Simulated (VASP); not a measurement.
# HC4 in VASP: further runs, part 2 of 2

VASP 6.6.1. Earlier steps stand in the parts before.

## 3. Single point, PBEsol

INCAR

```
ALGO = Normal
EDIFF = 1E-7
ENCUT = 520
GGA = PS
ISIF = 2
ISMEAR = -1
LASPH = True
LCHARG = False
LREAL = Auto
LWAVE = False
NBANDS = 50
NELM = 100
PREC = Accurate
SIGMA = 0.05
```

KPOINTS

```
k-points
0
Gamma
  2 2 1
```

POSCAR

```
HC4
1.0
    5.0487420000      0.0000000000      0.0000000000
    2.5243710000      4.3723390000      0.0000000000
    0.0000000000      0.0000000000     16.6764260000
H C
4 16
Direct
    0.1666721879      0.1666613682      0.0599648870
    0.6666779319      0.1666613682      0.0599648870
    0.1666715721      0.6666683439      0.0599648870
    0.6666575092      0.6666683439      0.0599648870
    0.1666721879      0.1666613682      0.1259262626
    0.6666779319      0.1666613682      0.1259262626
    0.1666715721      0.6666683439      0.1259262626
    0.6666575092      0.6666683439      0.1259262626
   -0.1666613682      0.3333227364      0.1568261689
    0.3333443758      0.3333227364      0.1568261689
   -0.1666619840      0.8333297121      0.1568261689
    0.3333437600      0.8333297121      0.1568261689
   -0.1640677624      0.3362959734      0.2553904536
    0.3443120402      0.3354726155      0.2538553525
   -0.1566829644      0.8329409042      0.2572553616
    0.3274122845      0.8417462598      0.2527819810
    0.0040308014      0.0079819977      0.2761922729
    0.5075572067      0.0028817528      0.2691823776
    0.0041599205      0.5053130601      0.2656024738
    0.5023344992      0.5109164683      0.2685527463
```

Potentials or basis: VASP PAW PBE potentials, release 64 (H, C).

Command:

```console
> cat potpaw_PBE.64/H/POTCAR potpaw_PBE.64/C/POTCAR > POTCAR
> mpirun -np 1 vasp_std > vasp.out
```

OUTCAR:

```text
EDIFF = 1E-7
   ENCUT = 520
   GGA = PS
   ISIF = 2
   ISMEAR = -1
   LASPH = True
   LREAL = Auto
   NELM = 100
   PREC = Accurate

 ion  position               nearest neighbor table
   1  0.167  0.167  0.060-   5 1.10
   2  0.667  0.167  0.060-   6 1.10
   3  0.167  0.667  0.060-   7 1.10
   4  0.667  0.667  0.060-   8 1.10
   5  0.167  0.167  0.126-   1 1.10  12 1.55   9 1.55  10 1.55
   6  0.667  0.167  0.126-   2 1.10   9 1.55  11 1.55  10 1.55
   7  0.167  0.667  0.126-   3 1.10  11 1.55  12 1.55  10 1.55
   8  0.667  0.667  0.126-   4 1.10  12 1.55  11 1.55   9 1.55
   9  0.833  0.333  0.157-   6 1.55   5 1.55   8 1.55  13 1.64
  10  0.333  0.333  0.157-   6 1.55   5 1.55   7 1.55  14 1.62
  11  0.833  0.833  0.157-   6 1.55   7 1.55   8 1.55  15 1.68
  12  0.333  0.833  0.157-   8 1.55   5 1.55   7 1.55  16 1.60
  13  0.836  0.336  0.255-  20 1.48  17 1.48  19 1.48   9 1.64
  14  0.344  0.335  0.254-  18 1.48  20 1.48  19 1.50  10 1.62
  15  0.843  0.833  0.257-  19 1.44  18 1.48  17 1.50  11 1.68
  16  0.327  0.842  0.253-  17 1.47  20 1.47  18 1.52  12 1.60
  17  0.004  0.008  0.276-  16 1.47  13 1.48  15 1.50
  18  0.508  0.003  0.269-  14 1.48  15 1.48  16 1.52
  19  0.004  0.505  0.266-  15 1.44  13 1.48  14 1.50
  20  0.502  0.511  0.269-  16 1.47  13 1.48  14 1.48

  LATTYP: Found a hexagonal cell.
 ALAT       =     5.0487421480
 C/A-ratio  =     3.3030853055

  Lattice vectors:

 A1 = (  -2.5243710000,  -4.3723390000,   0.0000000000)
 A2 = (   5.0487420000,   0.0000000000,   0.0000000000)
 A3 = (   0.0000000000,   0.0000000000,  16.6764260000)

Analysis of symmetry for initial positions (statically):
=====================================================================
 Subroutine PRICEL returns:
 Original cell was already a primitive cell.

 Routine SETGRP: Setting up the symmetry group for a
 hexagonal supercell.

 Subroutine GETGRP returns: Found  1 space group operations
 (whereof  1 operations were pure point group operations)
[... 155 lines left out ...]
   LORBIT       =      0    0 simple, 1 ext, 2 COOP (PROOUT), +10 PAW based schemes
   GGA     = PS    functional components
   LHFCALC =     F    Hartree Fock is set to
   AEXX    =    0.0000 exact exchange contribution
   IVDW    =     0    specifies the selected vdW correction
   LEPSILON=     F    determine dielectric tensor
   LRPA    =     F    only Hartree local field effects (RPA)
 non-spin polarized calculation
  energy-cutoff  :      520.00
  volume of cell :      368.13
 maximum number of plane-waves:      9915
 NGX is ok and might be reduce to    40
   NGX = 19   NGY = 19   NGZ = 63

 number of electron      68.0000002 magnetization

 Free energy of the ion-electron system (eV)
  ---------------------------------------------------
  ext. energy  EPLUGINS =         0.00000000
  ---------------------------------------------------
  free energy    TOTEN  =      -158.99689914 eV

  energy without entropy =     -158.91918918  energy(sigma->0) =     -158.95804416

 E-fermi :   0.2426     XC(G=0):  -4.6727

 val. band max:        0.2101525242   @ k =   0.5000   0.0000   0.0000
 cond. band min:       0.3519850015   @ k =   0.0000   0.0000   0.0000
 fundamental gap:      0.1418324773
 Fermi energy:         0.2425779761

 k-point     1 :       0.0000    0.0000    0.0000
  band No.  band energies     occupation
      1     -21.3096      2.00000
      2     -18.2880      2.00000
      3     -16.1251      2.00000
      4     -16.0426      2.00000
      5     -15.9932      2.00000
      6     -14.9674      2.00000
[... 185 lines left out ...]
     45       6.3813      0.00000
     46       6.4101      0.00000
 [bands above 46 left out]

------------------------ aborting loop because EDIFF is reached ----------------------------------------

  FORCE on cell =-STRESS in cart. coord.  units (eV):
  Direction    XX          YY          ZZ          XY          YZ          ZX
  --------------------------------------------------------------------------------------
  -------------------------------------------------------------------------------------
  Total       -2.3280374     -0.6185992      1.7594467     -0.6703207     -1.1462119     -0.9560021
  in kB      -10.1321252     -2.6922782      7.6574946     -2.9173816     -4.9885636     -4.1607291
  external PRESSURE =      -1.7223029 kB  Pullay stress =       0.0000000 kB

 VOLUME and BASIS-vectors are now :
 -----------------------------------------------------------------------------
  energy-cutoff  :      520.00
  volume of cell :      368.13
      direct lattice vectors                 reciprocal lattice vectors
     5.048742000  0.000000000  0.000000000     0.198069143 -0.114355268  0.000000000
     2.524371000  4.372339000  0.000000000     0.000000000  0.228710537  0.000000000
     0.000000000  0.000000000 16.676426000     0.000000000  0.000000000  0.059964887

 POSITION                                       TOTAL-FORCE (eV/Angst)
 -----------------------------------------------------------------------------------
      1.26220      0.72870      1.00000         0.016989      0.038874     -0.349485
      3.78660      0.72870      1.00000         0.021745     -0.020620     -0.256837
      2.52440      2.91490      1.00000        -0.005867      0.010638     -0.279383
      5.04870      2.91490      1.00000         0.034168      0.022232     -0.403205
      1.26220      0.72870      2.10000        -0.020764     -0.055444      1.762491
      3.78660      0.72870      2.10000         0.046872      0.025472      1.905759
[... 12 lines left out ...]
      1.29660      2.20940      4.42930         0.481970     -1.125157      0.990094
      3.82590      2.23390      4.47850        -0.465380     -0.898689      0.653994
 -----------------------------------------------------------------------------------
    total drift:                               -0.010131     -0.014234     -0.057917

  FREE ENERGIE OF THE ION-ELECTRON SYSTEM (eV)
  ---------------------------------------------------
  free  energy   TOTEN  =      -158.9968991432 eV

  energy  without entropy=     -158.9191891839  energy(sigma->0) =     -158.95804416
```

Wall time 2.7 min (1 thread of Intel Xeon 6975P-C (Granite Rapids), shared host); peak memory 0.47 GiB.

Results:

```yaml
Free_energy: -158.9969 eV
Largest_force: 2.312 eV/Å
Band_gap_on_the_k_mesh: zero (bands 34 and 35 overlap by 0.09 eV)
```

Forces on the atoms (eV/Å):
```
H    0.017  0.039 -0.349
H    0.022 -0.021 -0.257
H   -0.006  0.011 -0.279
H    0.034  0.022 -0.403
C   -0.021 -0.055  1.762
C    0.047  0.025  1.906
C    0.070  0.044  1.768
C   -0.043  0.006  1.945
C   -0.007  0.059 -1.926
C    0.186  0.009 -2.305
C    0.010 -0.055 -1.879
C   -0.089  0.228 -2.053
C    0.332  0.542 -0.226
C   -0.725  0.384  0.325
C   -0.294  1.357 -0.195
C    1.740  0.032  0.228
C   -0.799 -0.544  0.013
C   -0.491 -0.060  0.282
C    0.482 -1.125  0.990
C   -0.465 -0.899  0.654
```

Levels at points of the mesh, in eV from the Fermi level:
```tsv
k point	band 32	band 33	band 34	band 35	band 36	band 37
(0.00, 0.00, 0.00)	-2.09	-0.35	-0.20	-0.12	0.11	2.09
(0.50, 0.00, 0.00)	-3.80	-0.12	-0.03	0.41	0.53	2.86
(0.50, 0.50, 0.00)	-3.86	-0.20	-0.11	0.38	0.64	2.84
(0.00, 0.50, 0.00)	-3.77	-0.07	-0.05	0.35	0.58	2.85
```

Caveat: the k points lie up to 0.72 Å⁻¹ apart; there is no dipole correction, which matters where the two faces differ; the PAW data sets were made with another functional, which shifts forces and pressure a little.

## 4. Single point, PBEsol

INCAR

```
SYSTEM = HC4
PREC = Accurate
ENCUT = 520
EDIFF = 1E-6
ISMEAR = -1
SIGMA = 0.05
LREAL = Auto
LASPH = .True.
NELM = 60
ALGO = Normal
ISIF = 2
LWAVE = .False.
LCHARG = .False.
GGA = PS
NBANDS = 50
```

KPOINTS

```
Automatic mesh
0
Gamma
  2 2 1
  0 0 0
```

POSCAR, as its differences from that of step 3:

```diff
@@ -20,9 +20,9 @@
     0.3333437600      0.8333297121      0.1568261689
-   -0.1640677624      0.3362959734      0.2553904536
-    0.3443120402      0.3354726155      0.2538553525
-   -0.1566829644      0.8329409042      0.2572553616
-    0.3274122845      0.8417462598      0.2527819810
-    0.0040308014      0.0079819977      0.2761922729
-    0.5075572067      0.0028817528      0.2691823776
-    0.0041599205      0.5053130601      0.2656024738
-    0.5023344992      0.5109164683      0.2685527463
+   -0.1622219087      0.3465879475      0.2572313756
+    0.3403878946      0.3480745660      0.2586465469
+   -0.1582171871      0.8369204675      0.2574232632
+    0.3367737268      0.8448109810      0.2627121663
+    0.0058731822      0.0029503659      0.2725524042
+    0.5067695774      0.0047343081      0.2692303495
+    0.0064464091      0.5085836208      0.2819429055
+    0.5070484859      0.5131349605      0.2754247223
```

Potentials or basis: VASP PAW PBE potentials, release 64 (H, C).

Command:

```console
> cat potpaw_PBE.64/H/POTCAR potpaw_PBE.64/C/POTCAR > POTCAR
> mpirun -np 1 vasp_std > vasp.out
```

OUTCAR:

```text
SYSTEM = HC4
   PREC = Accurate
   ENCUT = 520
   EDIFF = 1E-6
   ISMEAR = -1
   LREAL = Auto
   LASPH = .True.
   NELM = 60
   ISIF = 2
   GGA = PS

 ion  position               nearest neighbor table
   1  0.167  0.167  0.060-   5 1.10
   2  0.667  0.167  0.060-   6 1.10
   3  0.167  0.667  0.060-   7 1.10
   4  0.667  0.667  0.060-   8 1.10
   5  0.167  0.167  0.126-   1 1.10  12 1.55   9 1.55  10 1.55
   6  0.667  0.167  0.126-   2 1.10   9 1.55  11 1.55  10 1.55
   7  0.167  0.667  0.126-   3 1.10  11 1.55  12 1.55  10 1.55
   8  0.667  0.667  0.126-   4 1.10  12 1.55  11 1.55   9 1.55
   9  0.833  0.333  0.157-   6 1.55   5 1.55   8 1.55  13 1.68
  10  0.333  0.333  0.157-   6 1.55   5 1.55   7 1.55  14 1.70
  11  0.833  0.833  0.157-   6 1.55   7 1.55   8 1.55  15 1.68
  12  0.333  0.833  0.157-   8 1.55   5 1.55   7 1.55  16 1.77
  13  0.838  0.347  0.257-  20 1.48  19 1.50  17 1.52   9 1.68
  14  0.340  0.348  0.259-  20 1.48  19 1.51  18 1.51  10 1.70
  15  0.842  0.837  0.257-  17 1.47  18 1.48  19 1.49  11 1.68
  16  0.337  0.845  0.263-  18 1.45  17 1.46  20 1.47  12 1.77
  17  0.006  0.003  0.273-  16 1.46  15 1.47  13 1.52
  18  0.507  0.005  0.269-  16 1.45  15 1.48  14 1.51
  19  0.006  0.509  0.282-  15 1.49  13 1.50  14 1.51
  20  0.507  0.513  0.275-  16 1.47  14 1.48  13 1.48

  LATTYP: Found a hexagonal cell.
 ALAT       =     5.0487421480
 C/A-ratio  =     3.3030853055

  Lattice vectors:

 A1 = (  -2.5243710000,  -4.3723390000,   0.0000000000)
 A2 = (   5.0487420000,   0.0000000000,   0.0000000000)
 A3 = (   0.0000000000,   0.0000000000,  16.6764260000)

Analysis of symmetry for initial positions (statically):
=====================================================================
 Subroutine PRICEL returns:
 Original cell was already a primitive cell.

 Routine SETGRP: Setting up the symmetry group for a
 hexagonal supercell.

 Subroutine GETGRP returns: Found  1 space group operations
 (whereof  1 operations were pure point group operations)
[... 155 lines left out ...]
   LORBIT       =      0    0 simple, 1 ext, 2 COOP (PROOUT), +10 PAW based schemes
   GGA     = PS    functional components
   LHFCALC =     F    Hartree Fock is set to
   AEXX    =    0.0000 exact exchange contribution
   IVDW    =     0    specifies the selected vdW correction
   LEPSILON=     F    determine dielectric tensor
   LRPA    =     F    only Hartree local field effects (RPA)
 non-spin polarized calculation
  energy-cutoff  :      520.00
  volume of cell :      368.13
 maximum number of plane-waves:      9915
 NGX is ok and might be reduce to    40
   NGX = 19   NGY = 19   NGZ = 63

 number of electron      68.0000002 magnetization

 Free energy of the ion-electron system (eV)
  ---------------------------------------------------
  ext. energy  EPLUGINS =         0.00000000
  ---------------------------------------------------
  free energy    TOTEN  =      -158.94645046 eV

  energy without entropy =     -158.86300969  energy(sigma->0) =     -158.90473007

 E-fermi :   0.0738     XC(G=0):  -4.7404

 val. band max:        0.0419625730   @ k =   0.0000   0.5000   0.0000
 cond. band min:       0.1688842500   @ k =   0.0000   0.0000   0.0000
 fundamental gap:      0.1269216770
 Fermi energy:         0.0738106569

 k-point     1 :       0.0000    0.0000    0.0000
  band No.  band energies     occupation
      1     -21.0969      2.00000
      2     -18.4713      2.00000
      3     -15.9300      2.00000
      4     -15.7741      2.00000
      5     -15.7033      2.00000
      6     -14.8691      2.00000
[... 185 lines left out ...]
     45       6.0590      0.00000
     46       6.3046      0.00000
 [bands above 46 left out]

------------------------ aborting loop because EDIFF is reached ----------------------------------------

  FORCE on cell =-STRESS in cart. coord.  units (eV):
  Direction    XX          YY          ZZ          XY          YZ          ZX
  --------------------------------------------------------------------------------------
  -------------------------------------------------------------------------------------
  Total       -3.0445980     -3.4056486     -5.7520721     -0.3880299     -0.9859478     -1.5079643
  in kB      -13.2507527    -14.8221238    -25.0342692     -1.6887905     -4.2910595     -6.5629886
  external PRESSURE =     -17.7023819 kB  Pullay stress =       0.0000000 kB

 VOLUME and BASIS-vectors are now :
 -----------------------------------------------------------------------------
  energy-cutoff  :      520.00
  volume of cell :      368.13
      direct lattice vectors                 reciprocal lattice vectors
     5.048742000  0.000000000  0.000000000     0.198069143 -0.114355268  0.000000000
     2.524371000  4.372339000  0.000000000     0.000000000  0.228710537  0.000000000
     0.000000000  0.000000000 16.676426000     0.000000000  0.000000000  0.059964887

 POSITION                                       TOTAL-FORCE (eV/Angst)
 -----------------------------------------------------------------------------------
      1.26220      0.72870      1.00000         0.039261     -0.030837     -0.396904
      3.78660      0.72870      1.00000         0.026982      0.012491     -0.484289
      2.52440      2.91490      1.00000         0.063338      0.035359     -0.386211
      5.04870      2.91490      1.00000        -0.038286      0.048274     -0.372167
      1.26220      0.72870      2.10000        -0.015903      0.096733      2.521673
      3.78660      0.72870      2.10000         0.021718      0.026701      2.425885
[... 12 lines left out ...]
      1.31640      2.22370      4.70180         0.153321     -0.286841     -1.010298
      3.85530      2.24360      4.59310        -0.308484     -0.426252     -0.345730
 -----------------------------------------------------------------------------------
    total drift:                               -0.002351      0.001747     -0.049984

  FREE ENERGIE OF THE ION-ELECTRON SYSTEM (eV)
  ---------------------------------------------------
  free  energy   TOTEN  =      -158.9464504617 eV

  energy  without entropy=     -158.8630096857  energy(sigma->0) =     -158.90473007
```

OSZICAR:

```text
N       E                     dE             d eps       ncg     rms          rms(c)
DAV:   1     0.493569061026E+03    0.49357E+03   -0.29293E+04   400   0.113E+03
DAV:   2    -0.990938012952E+02   -0.59266E+03   -0.56217E+03   564   0.271E+02
DAV:   3    -0.165473788639E+03   -0.66380E+02   -0.65678E+02   480   0.926E+01
[... 20 lines left out ...]
DAV:  24    -0.158946421574E+03   -0.63004E-04   -0.30551E-06   344   0.517E-03    0.847E-03
DAV:  25    -0.158946440582E+03   -0.19009E-04   -0.18106E-06   344   0.305E-03    0.391E-03
DAV:  26    -0.158946448115E+03   -0.75328E-05   -0.32460E-06   344   0.340E-03    0.369E-03
DAV:  27    -0.158946449607E+03   -0.14919E-05   -0.82872E-07   352   0.217E-03    0.358E-04
DAV:  28    -0.158946450462E+03   -0.85451E-06   -0.53513E-08   320   0.704E-04
   1 F= -.15894645E+03 E0= -.15890473E+03  d E =-.834408E-01
```

Wall time 2.1 min (1 thread of Intel Xeon 6975P-C (Granite Rapids), shared host); peak memory 0.47 GiB.

What came out:

```yaml
Free_energy: -158.9465 eV
Largest_force: 2.524 eV/Å
Band_gap_on_the_k_mesh: zero (bands 34 and 35 overlap by 0.07 eV)
```

Forces in eV/Å, atoms in the order of the input:
```
H    0.039 -0.031 -0.397
H    0.027  0.012 -0.484
H    0.063  0.035 -0.386
H   -0.038  0.048 -0.372
C   -0.016  0.097  2.522
C    0.022  0.027  2.426
C   -0.036 -0.018  2.455
C    0.087 -0.048  2.438
C    0.249  0.161 -1.412
C    0.362  0.156 -1.469
C    0.125  0.098 -1.769
C   -0.025  0.163 -2.006
C    0.116 -1.051  0.199
C   -1.013 -0.944 -0.048
C   -0.463 -0.231 -0.114
C   -0.117 -0.610 -0.858
C    0.335  1.529 -0.011
C    0.438  1.320  0.645
C    0.153 -0.287 -1.010
C   -0.308 -0.426 -0.346
```

Levels at points of the mesh, in eV from the Fermi level:
```csv
k point,band 30,band 31,band 32,band 33,band 34,band 35,band 36,band 37,band 38,band 39
"(0.00, 0.00, 0.00)",-3.13,-2.19,-2.01,-0.35,-0.24,-0.10,0.10,2.24,3.59,3.78
"(0.50, 0.00, 0.00)",-4.96,-3.98,-3.69,-0.09,-0.04,0.29,0.55,2.99,3.01,4.75
"(0.50, 0.50, 0.00)",-4.97,-3.92,-3.68,-0.15,-0.13,0.43,0.48,2.99,3.00,4.94
"(0.00, 0.50, 0.00)",-4.90,-4.07,-3.72,-0.10,-0.03,0.23,0.60,2.98,3.02,4.78
```

Caveat: the k points lie up to 0.72 Å⁻¹ apart; there is no dipole correction, which matters where the two faces differ; the PAW data sets were made with another functional, which shifts forces and pressure a little.

## 5. The runs side by side

| cell | gap on the mesh (eV) | largest force (eV/Å) |
| --- | --- | --- |
| as given, atomic positions A | none | 2.15 |
| as given, atomic positions B | none | 2.31 |
| as given, atomic positions C | none | 2.52 |

Alike in all rows: task single point; level PBEsol; potentials or basis VASP PAW PBE potentials, release 64 (H, C); no spin polarisation; k mesh 2 × 2 × 1; cutoff (eV) 520; smearing fermi-dirac 0.05 eV.

Caveats: all runs use coarse meshes; there is no dipole correction, which matters where the two faces differ; the PAW data sets were made with another functional, which shifts forces and pressure a little.

Absolute energies hang on the potentials; compare differences alone.

The gap in the log of VASP goes by the Fermi energy; the results here count the filled bands.